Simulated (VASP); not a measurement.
# SnO2 (I4/m) in VASP: notebook

Runs on SnO2. Level: LDA. Tasks: single point.

Program: VASP 6.6.1. These are calculated values, not measurements. Logs are shortened: lines on timing, memory, paths and dates and some standing lists are left out, and cuts for length are marked.

## Step 1: The cell of the first run

Symmetry: I4/m, No. 87, tetragonal system. The conventional cell has a = 10.747 Å, b = 10.747 Å, c = 3.232 Å, α = 90.00°, β = 90.00°, γ = 90.00°. Within 2.7 Å of Sn (site symmetry m) lie 6 O at 2.06 to 2.14 Å. O (site symmetry m) has 3 Sn at 2.06 to 2.11 Å and 1 O at 2.70 Å within 2.8 Å. Within 2.8 Å of O (site symmetry m) lie 3 Sn at 2.11 to 2.14 Å and 3 O at 2.70 to 2.77 Å.

## Step 2: Single point, LDA

INCAR

```
SYSTEM = SnO2
PREC = Accurate
ENCUT = 600
EDIFF = 1E-6
ISMEAR = 0
SIGMA = 0.1
LREAL = .FALSE.
LASPH = .TRUE.
NELM = 120
ALGO = Normal
ISIF = 2
LWAVE = .FALSE.
LCHARG = .FALSE.
NBANDS = 64
GGA_COMPAT = .FALSE.
```

KPOINTS

```
Automatic mesh
0
G
  6 6 6
  0 0 0
```

POSCAR

```
SnO2
1.0
   -5.3733100000      5.3733100000      1.6162330000
    5.3733100000     -5.3733100000      1.6162330000
    5.3733100000      5.3733100000     -1.6162330000
Sn O
4 8
Direct
    0.3510765000      0.1689325000      0.5200090000
    0.8310675000      0.3510765000      0.1821440000
    0.1689325000      0.6489235000      0.8178560000
    0.6489235000      0.8310675000      0.4799910000
    0.1610445000      0.4570395000      0.6180840000
    0.5429605000      0.1610445000      0.7040050000
    0.4570395000      0.8389555000      0.2959950000
    0.8389555000      0.5429605000      0.3819160000
    0.8450715000      0.7943985000      0.6394700000
    0.2056015000      0.8450715000      0.0506730000
    0.1549285000      0.2056015000      0.3605300000
    0.7943985000      0.1549285000      0.9493270000
```

Potentials or basis: VASP PAW LDA potentials, release 64 (Sn_d, O).

Command:

```console
> cat potpaw_LDA.64/Sn_d/POTCAR potpaw_LDA.64/O/POTCAR > POTCAR
> mpirun -np 1 vasp_std > vasp.out
```

OUTCAR:

```text
SYSTEM = SnO2
   PREC = Accurate
   ENCUT = 600
   EDIFF = 1E-6
   ISMEAR = 0
   LREAL = .FALSE.
   LASPH = .TRUE.
   NELM = 120
   ISIF = 2

 ion  position               nearest neighbor table
   1  0.351  0.169  0.520-   6 2.06   9 2.11   9 2.11   8 2.11   8 2.11  11 2.14   4 3.22   4 3.22

   2  0.831  0.351  0.182-   8 2.06  10 2.11  10 2.11   7 2.11   7 2.11  12 2.14   3 3.22   3 3.22

   3  0.169  0.649  0.818-   5 2.06  12 2.11  12 2.11   6 2.11   6 2.11  10 2.14   2 3.22   2 3.22

   4  0.649  0.831  0.480-   7 2.06  11 2.11  11 2.11   5 2.11   5 2.11   9 2.14   1 3.22   1 3.22

   5  0.161  0.457  0.618-   3 2.06   4 2.11   4 2.11
   6  0.543  0.161  0.704-   1 2.06   3 2.11   3 2.11
   7  0.457  0.839  0.296-   4 2.06   2 2.11   2 2.11
   8  0.839  0.543  0.382-   2 2.06   1 2.11   1 2.11
   9  0.845  0.794  0.639-   1 2.11   1 2.11   4 2.14
  10  0.206  0.845  0.051-   2 2.11   2 2.11   3 2.14
  11  0.155  0.206  0.361-   4 2.11   4 2.11   1 2.14
  12  0.794  0.155  0.949-   3 2.11   3 2.11   2 2.14

  LATTYP: Found a body centered tetragonal cell.
 ALAT       =    10.7466200000
 C/A-ratio  =     0.3007890853

  Lattice vectors:

 A1 = (  -5.3733100000,   5.3733100000,   1.6162330000)
 A2 = (   5.3733100000,  -5.3733100000,   1.6162330000)
 A3 = (   5.3733100000,   5.3733100000,  -1.6162330000)

Analysis of symmetry for initial positions (statically):
=====================================================================
 Subroutine PRICEL returns:
 Original cell was already a primitive cell.

 Routine SETGRP: Setting up the symmetry group for a
 body centered tetragonal supercell.

 Subroutine GETGRP returns: Found  8 space group operations
 (whereof  8 operations were pure point group operations)
 out of a pool of 16 trial point group operations.

The static configuration has the point symmetry C_4h.

Analysis of symmetry for dynamics (positions and initial velocities):
=====================================================================
 Subroutine PRICEL returns:
 Original cell was already a primitive cell.

 Routine SETGRP: Setting up the symmetry group for a
 body centered tetragonal supercell.

 Subroutine GETGRP returns: Found  8 space group operations
 (whereof  8 operations were pure point group operations)
 out of a pool of 16 trial point group operations.

The dynamic configuration has the point symmetry C_4h.

 Subroutine INISYM returns: Found  8 space group operations
 (whereof  8 operations are pure point group operations),
 and found     1 'primitive' translations

----------------------------------------------------------------------------------------

                                     Primitive cell

  volume of cell :     186.6585

  direct lattice vectors                    reciprocal lattice vectors
    -5.373310000  5.373310000  1.616233000     0.000000000  0.093052513  0.309361336
     5.373310000 -5.373310000  1.616233000     0.093052513  0.000000000  0.309361336
     5.373310000  5.373310000 -1.616233000     0.093052513  0.093052513  0.000000000

  length of vectors
     7.768985122  7.768985122  7.768985122     0.323052947  0.323052947  0.131596126

  position of ions in fractional coordinates (direct lattice)
     0.351076500  0.168932500  0.520009000
     0.831067500  0.351076500  0.182144000
     0.168932500  0.648923500  0.817856000
     0.648923500  0.831067500  0.479991000
     0.161044500  0.457039500  0.618084000
     0.542960500  0.161044500  0.704005000
     0.457039500  0.838955500  0.295995000
     0.838955500  0.542960500  0.381916000
     0.845071500  0.794398500  0.639470000
     0.205601500  0.845071500  0.050673000
     0.154928500  0.205601500  0.360530000
     0.794398500  0.154928500  0.949327000

  ion indices of the primitive-cell ions
   primitive index   ion index
                 1           1
                 2           2
                 3           3
                 4           4
                 5           5
                 6           6
                 7           7
                 8           8
                 9           9
                10          10
                11          11
                12          12

----------------------------------------------------------------------------------------

 KPOINTS: Automatic mesh

Automatic generation of k-mesh.
 Grid dimensions read from file:
 generate k-points for:    6    6    6

 Generating k-lattice:

  Cartesian coordinates                     Fractional coordinates (reciprocal lattice)
     0.000000000  0.015508752  0.051560223     0.166666667  0.000000000  0.000000000
     0.015508752  0.000000000  0.051560223     0.000000000  0.166666667  0.000000000
     0.015508752  0.015508752  0.000000000     0.000000000  0.000000000  0.166666667

  Length of vectors
     0.053842158  0.053842158  0.021932688

  Shift w.r.t. Gamma in fractional coordinates (k-lattice)
     0.000000000  0.000000000  0.000000000

 Subroutine IBZKPT returns following result:
 ===========================================

 Found     36 irreducible k-points:

 Following reciprocal coordinates:
            Coordinates               Weight
  0.000000  0.000000  0.000000      1.000000
  0.166667 -0.000000  0.000000      8.000000
  0.333333  0.000000  0.000000      8.000000
  0.500000  0.000000  0.000000      4.000000
  0.166667  0.166667  0.000000      8.000000
  0.333333  0.166667  0.000000      8.000000
[... 16 lines left out ...]
 -0.333333  0.333333 -0.166667      4.000000
 -0.166667  0.333333  0.166667      8.000000
 [... further k-points ...]
   k-points           NKPTS =     36   k-points in BZ     NKDIM =     36   number of bands    NBANDS=     64
   number of dos      NEDOS =    301   number of ions     NIONS =     12
   total plane-waves  NPLWV = 262144
   dimension x,y,z NGX =    64 NGY =   64 NGZ =   64
   dimension x,y,z NGXF=   128 NGYF=  128 NGZF=  128
   ions per type =               4   8
   NGX,Y,Z   is equivalent  to a cutoff of  13.70, 13.70, 13.70 a.u.
   NGXF,Y,Z  is equivalent  to a cutoff of  27.39, 27.39, 27.39 a.u.
 SYSTEM =  SnO2
   PREC   = accura    normal or accurate (medium, high low for compatibility)
   ISTART =      0    job   : 0-new  1-cont  2-samecut
   ICHARG =      2    charge: 1-file 2-atom 10-const
   ISPIN  =      1    spin polarized calculation?
   LNONCOLLINEAR =      F non collinear calculations
   LSORBIT =      F    spin-orbit coupling
   LASPH  =      T    aspherical Exc in radial PAW
   ENCUT  =  600.0 eV  44.10 Ry    6.64 a.u.  15.52 15.52 15.52*2*pi/ulx,y,z
   NELM   =    120;   NELMIN=  2; NELMDL= -5     # of ELM steps
   EDIFF  = 0.1E-05   stopping-criterion for ELM
   LREAL  =      F    real-space projection
[... 7 lines left out ...]
   TEBEG  =    0.0;   TEEND  =   0.0 temperature during run
   PSTRESS=    0.0 pullay stress
   NELECT =     104.0000    total number of electrons
   NUPDOWN=      -1.0000    fix difference up-down
   EMIN   =  10.00;   EMAX   =-10.00  energy-range for DOS
   EFERMI =   0.00;   METHOD = LEGACY
   ISMEAR =     0;   SIGMA  =   0.10  broadening in eV -4-tet -1-fermi 0-gaus
   EFERMI_NEDOS =   21; number of points for ismear=-14 and -15
   IALGO  =     38    algorithm
   IMIX   =      4    mixing-type and parameters
     AMIX     =   0.40;   BMIX     =  1.00
     AMIX_MAG =   1.60;   BMIX_MAG =  1.00
  volume/ion in A,a.u.               =      15.55       104.97
  Fermi-wavevector in a.u.,A,eV,Ry     =   1.347111  2.545671 24.690599  1.814708
  Thomas-Fermi vector in A             =   2.474888
   LORBIT       =      0    0 simple, 1 ext, 2 COOP (PROOUT), +10 PAW based schemes
   GGA     = CA    functional components
   LHFCALC =     F    Hartree Fock is set to
   AEXX    =    0.0000 exact exchange contribution
   IVDW    =     0    specifies the selected vdW correction
   LEPSILON=     F    determine dielectric tensor
   LRPA    =     F    only Hartree local field effects (RPA)
 non-spin polarized calculation
 Gauss-broadening in eV      SIGMA  =   0.10
  energy-cutoff  :      600.00
  volume of cell :      186.66
 maximum number of plane-waves:      6267
 NGX is ok and might be reduce to    64
   NGX = 31   NGY = 31   NGZ = 31

 number of electron     103.9999998 magnetization

 Free energy of the ion-electron system (eV)
  ---------------------------------------------------
  ext. energy  EPLUGINS =         0.00000000
  ---------------------------------------------------
  free energy    TOTEN  =       -82.98332703 eV

  energy without entropy =      -82.98332703  energy(sigma->0) =      -82.98332703

 E-fermi :   2.6307     XC(G=0):  -9.9168

 val. band max:        2.1901650905   @ k =   0.5000   0.5000   0.5000
 cond. band min:       3.8385527703   @ k =   0.0000   0.0000   0.0000
 fundamental gap:      1.6483876797
 Fermi energy:         2.6307054887

 k-point     1 :       0.0000    0.0000    0.0000
  band No.  band energies     occupation
      1     -18.1449      2.00000
      2     -18.1449      2.00000
      3     -17.9757      2.00000
      4     -17.6034      2.00000
      5     -17.4980      2.00000
      6     -17.4616      2.00000
[... 56 lines left out ...]
     63      12.6083      0.00000
     64      12.6092      0.00000

 k-point     2 :       0.1667   -0.0000    0.0000
  band No.  band energies     occupation
      1     -18.0826      2.00000
      2     -18.0620      2.00000
      3     -17.9432      2.00000
      4     -17.6231      2.00000
      5     -17.6220      2.00000
      6     -17.6063      2.00000
[... 1463 lines left out ...]
     63      12.4177      0.00000
     64      12.7057      0.00000

 k-point    24 :      -0.1667    0.3333    0.1667
  band No.  band energies     occupation
      1     -18.1404      2.00000
      2     -18.0204      2.00000
      3     -17.8699      2.00000
      4     -17.7007      2.00000
      5     -17.6283      2.00000
      6     -17.5964      2.00000
[... 56 lines left out ...]
     63      11.7612      0.00000
     64      12.3145      0.00000

 [... further k-points ...]

------------------------ aborting loop because EDIFF is reached ----------------------------------------

  FORCE on cell =-STRESS in cart. coord.  units (eV):
  Direction    XX          YY          ZZ          XY          YZ          ZX
  --------------------------------------------------------------------------------------
  -------------------------------------------------------------------------------------
  Total       -8.4105498     -8.4105498    -10.6030171      0.0000001      0.0000000      0.0000000
  in kB      -72.1916910    -72.1916910    -91.0106651      0.0000007      0.0000000      0.0000000
  external PRESSURE =     -78.4646823 kB  Pullay stress =       0.0000000 kB

 VOLUME and BASIS-vectors are now :
 -----------------------------------------------------------------------------
  energy-cutoff  :      600.00
  volume of cell :      186.66
      direct lattice vectors                 reciprocal lattice vectors
    -5.373310000  5.373310000  1.616233000     0.000000000  0.093052513  0.309361336
     5.373310000 -5.373310000  1.616233000     0.093052513  0.000000000  0.309361336
     5.373310000  5.373310000 -1.616233000     0.093052513  0.093052513  0.000000000

 POSITION                                       TOTAL-FORCE (eV/Angst)
 -----------------------------------------------------------------------------------
      1.81545      3.77289     -0.00000        -0.097947      0.004472     -0.000000
     -1.60042      3.55786      1.61623         0.004472      0.097947      0.000000
      6.97373      1.81545      0.00000        -0.004472     -0.097947     -0.000000
      3.55786      1.60042      1.61623         0.097947     -0.004472      0.000000
      4.91163      1.73068      0.00000        -0.156671     -0.112053      0.000000
      1.73068      5.83499      0.00000        -0.112053      0.156671     -0.000000
      3.64263     -0.46168      1.61623         0.112053     -0.156671     -0.000000
      0.46168      3.64263      1.61623         0.156671      0.112053      0.000000
      3.16379      3.70835      1.61623        -0.636086     -0.496514      0.000000
      3.70835     -3.16379      1.61623        -0.496514      0.636086     -0.000000
      2.20952      1.66496      0.00000         0.636086      0.496514     -0.000000
      1.66496      8.53710      0.00000         0.496514     -0.636086      0.000000
 -----------------------------------------------------------------------------------
    total drift:                               -0.000000     -0.000000     -0.000000

  FREE ENERGIE OF THE ION-ELECTRON SYSTEM (eV)
  ---------------------------------------------------
  free  energy   TOTEN  =       -82.9833270252 eV

  energy  without entropy=      -82.9833270252  energy(sigma->0) =      -82.98332703
```

Wall time 17 min (1 thread of Intel Xeon Platinum 8488C (Sapphire Rapids), shared host); peak memory 0.63 GiB.

Results:

```
Free energy            : -82.9833 eV
Pressure               : -7.8 GPa
Largest force          : 0.807 eV/Å
Band gap on the k mesh : 1.65 eV (least direct gap 1.75 eV)
```

Forces on the atoms (eV/Å):
```
Sn  -0.098  0.004  0.000
Sn   0.004  0.098  0.000
Sn  -0.004 -0.098  0.000
Sn   0.098 -0.004  0.000
O   -0.157 -0.112  0.000
O   -0.112  0.157  0.000
O    0.112 -0.157  0.000
O    0.157  0.112  0.000
O   -0.636 -0.497  0.000
O   -0.497  0.636  0.000
O    0.636  0.497  0.000
O    0.497 -0.636  0.000
```

Stress tensor (GPa, compression positive):
```
-7.22  0.00  0.00
 0.00 -7.22  0.00
 0.00  0.00 -9.10
```

Caveat: the cell stands under tension; spin-orbit coupling is left out, which moves the levels of the heavy elements. A k mesh can miss the band edges.

## Step 3: Single point, LDA

This run uses another cell than the first one, of 14.84 Å³/atom.

INCAR

```
PREC = Accurate
ENCUT = 600
EDIFF = 1E-6
ISMEAR = 0
SIGMA = 0.1
LREAL = False
LASPH = True
NELM = 120
ALGO = Normal
ISIF = 2
LWAVE = False
LCHARG = False
NBANDS = 64
GGA_COMPAT = False
```

KPOINTS

```
Automatic mesh
0
Gamma
  6 6 6
```

POSCAR

```
SnO2
1.0
   -5.2941726212      5.2941726212      1.5884819088
    5.2941726212     -5.2941726212      1.5884819088
    5.2941726212      5.2941726212     -1.5884819088
Sn O
4 8
Direct
    0.3498952386      0.1664666734      0.5163619120
    0.8335333266      0.3498952386      0.1834285652
    0.1664666734      0.6501047614      0.8165714348
    0.6501047614      0.8335333266      0.4836380880
    0.1596616797      0.4584734439      0.6181351236
    0.5415265561      0.1596616797      0.7011882357
    0.4584734439      0.8403383203      0.2988117643
    0.8403383203      0.5415265561      0.3818648764
    0.8437099306      0.7908855845      0.6345955151
    0.2091144155      0.8437099306      0.0528243461
    0.1562900694      0.2091144155      0.3654044849
    0.7908855845      0.1562900694      0.9471756539
```

Potentials or basis: VASP PAW LDA potentials, release 64 (Sn_d, O).

Command:

```console
> cat potpaw_LDA.64/Sn_d/POTCAR potpaw_LDA.64/O/POTCAR > POTCAR
> mpirun -np 1 vasp_std > vasp.out
```

OUTCAR:

```text
PREC = Accurate
   ENCUT = 600
   EDIFF = 1E-6
   ISMEAR = 0
   LREAL = False
   LASPH = True
   NELM = 120
   ISIF = 2

 ion  position               nearest neighbor table
   1  0.350  0.166  0.516-   6 2.03   9 2.06   9 2.06   8 2.07   8 2.07  11 2.10   4 3.18   4 3.18
                             2 3.71   3 3.71   2 3.71   3 3.71
   2  0.834  0.350  0.183-   8 2.03  10 2.06  10 2.06   7 2.07   7 2.07  12 2.10   3 3.18   3 3.18
                             1 3.71   4 3.71   1 3.71   4 3.71
   3  0.166  0.650  0.817-   5 2.03  12 2.06  12 2.06   6 2.07   6 2.07  10 2.10   2 3.18   2 3.18
[... 1845 lines left out ...]
 -----------------------------------------------------------------------------
  energy-cutoff  :      600.00
  volume of cell :      178.09
      direct lattice vectors                 reciprocal lattice vectors
    -5.294172621  5.294172621  1.588481909     0.000000000  0.094443464  0.314765939
     5.294172621 -5.294172621  1.588481909     0.094443464  0.000000000  0.314765939
     5.294172621  5.294172621 -1.588481909     0.094443464  0.094443464  0.000000000

 POSITION                                       TOTAL-FORCE (eV/Angst)
 -----------------------------------------------------------------------------------
      1.76261      3.70481      0.00000        -0.051881     -0.022997     -0.000000
     -1.58936      3.53157      1.58848        -0.022997      0.051881      0.000000
      6.88353      1.76261      0.00000         0.022997     -0.051881     -0.000000
      3.53157      1.58936      1.58848         0.051881      0.022997      0.000000
      4.85448      1.69055      0.00000        -0.006999     -0.003262      0.000000
      1.69055      5.73387      0.00000        -0.003262      0.006999     -0.000000
      3.60362     -0.43970      1.58848         0.003262     -0.006999     -0.000000
      0.43970      3.60362      1.58848         0.006999      0.003262     -0.000000
      3.08000      3.63932      1.58848         0.062010      0.031086     -0.000000
      3.63932     -3.08000      1.58848         0.031086     -0.062010      0.000000
      2.21418      1.65485      0.00000        -0.062010     -0.031086     -0.000000
      1.65485      8.37417      0.00000        -0.031086      0.062010      0.000000
 -----------------------------------------------------------------------------------
    total drift:                               -0.000000     -0.000000      0.000000

  FREE ENERGIE OF THE ION-ELECTRON SYSTEM (eV)
  ---------------------------------------------------
  free  energy   TOTEN  =       -83.2433529576 eV

  energy  without entropy=      -83.2433529576  energy(sigma->0) =      -83.24335296
```

OSZICAR:

```text
N       E                     dE             d eps       ncg     rms          rms(c)
DAV:   1     0.167799075544E+04    0.16780E+04   -0.53441E+04  5448   0.264E+03
DAV:   2     0.272215319170E+03   -0.14058E+04   -0.13300E+04  4928   0.826E+02
DAV:   3    -0.648577315668E+02   -0.33707E+03   -0.33003E+03  5072   0.289E+02
DAV:   4    -0.944971236844E+02   -0.29639E+02   -0.29331E+02  5688   0.954E+01
DAV:   5    -0.954080946613E+02   -0.91097E+00   -0.90770E+00  5416   0.173E+01    0.219E+01
DAV:   6    -0.832929270261E+02    0.12115E+02   -0.42877E+01  7472   0.706E+01    0.839E+00
DAV:   7    -0.834332775666E+02   -0.14035E+00   -0.49279E+00  5160   0.924E+00    0.470E+00
DAV:   8    -0.832846020667E+02    0.14868E+00   -0.74434E-01  6840   0.589E+00    0.120E+00
DAV:   9    -0.832424746973E+02    0.42127E-01   -0.19725E-01  6912   0.454E+00    0.220E-01
DAV:  10    -0.832432614219E+02   -0.78672E-03   -0.14920E-02  5536   0.787E-01    0.134E-01
DAV:  11    -0.832433617889E+02   -0.10037E-03   -0.16307E-03  6008   0.231E-01    0.391E-02
DAV:  12    -0.832433495969E+02    0.12192E-04   -0.12728E-04  6936   0.990E-02    0.171E-02
DAV:  13    -0.832433524814E+02   -0.28844E-05   -0.55994E-05  6576   0.426E-02    0.674E-03
DAV:  14    -0.832433529576E+02   -0.47626E-06   -0.45176E-06  4600   0.146E-02
   1 F= -.83243353E+02 E0= -.83243353E+02  d E =-.330596E-12
```

stdout:

```text
POSCAR found type information on POSCAR SnO
 POSCAR found :  2 types and      12 ions
 scaLAPACK will be used
 LDA part: xc-table for (Slater(with rela. corr.)+CA(PZ))
 , standard interpolation
 POSCAR, INCAR and KPOINTS ok, starting setup
 FFT: planning ... GRIDC
 FFT: planning ... GRID_SOFT
 FFT: planning ... GRID
 WAVECAR not read
 entering main loop
```

It took 25 min on 1 thread of Intel Xeon Platinum 8259CL at 2.50GHz (Skylake/Cascade Lake), shared host; peak memory 0.62 GiB.

Results:

```yaml
Free_energy: -83.2434 eV
Pressure: 0.4 GPa
Largest_force: 0.069 eV/Å
Band_gap_on_the_k_mesh: 2.04 eV (least direct gap 2.25 eV)
```

Forces on the atoms (eV/Å):
```
Sn  -0.052 -0.023  0.000
Sn  -0.023  0.052  0.000
Sn   0.023 -0.052  0.000
Sn   0.052  0.023  0.000
O   -0.007 -0.003  0.000
O   -0.003  0.007  0.000
O    0.003 -0.007  0.000
O    0.007  0.003  0.000
O    0.062  0.031  0.000
O    0.031 -0.062  0.000
O   -0.062 -0.031  0.000
O   -0.031  0.062  0.000
```

Stress tensor (GPa, compression positive):
```
0.28 0.00 0.00
0.00 0.28 0.00
0.00 0.00 0.60
```

Caveat: spin-orbit coupling is left out, which moves the levels of the heavy elements. A k mesh can miss the band edges.
